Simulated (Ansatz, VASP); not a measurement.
**ZnSe: VASP beside Ansatz**

```xyz
2
Lattice="0.0000 2.8250 2.8250 2.8250 0.0000 2.8250 2.8250 2.8250 0.0000" Properties=species:S:1:pos:R:3 pbc="T T T"
Zn    0.0000    0.0000    0.0000
Se    1.4125    1.4125    1.4125
```

Alike in both runs: task single point; functional PBEsol; k mesh 6 × 6 × 6; occupations gaussian, width 0.1 eV; no spin polarisation.

|  | VASP | Ansatz |
| --- | --- | --- |
| version | VASP 6.6.1 | Ansatz 0.2.0 |
| potentials or method | VASP PAW PBE potentials, release 64 (Zn, Se), cutoff 500 eV | scalar-relativistic, plane waves, PAW |
| valence electrons in the cell | 18 | 28 |

```tsv
	VASP	Ansatz	Ansatz less VASP
gap on the k mesh at the Fermi level (eV)	1.21	1.20	-0.007
least direct gap on the mesh (eV)	1.21	1.20	-0.007
pressure (GPa)	-0.3	-0.5	-0.25
```

VASP's potentials were made for PBE, not for PBEsol, and Ansatz warns of the same on its side. The functional is the same, so the differences come from potentials, cutoffs and numerics. VASP's potentials hold 18 valence electrons a cell and Ansatz's 28, so a difference there can come from the potentials and not from the codes.
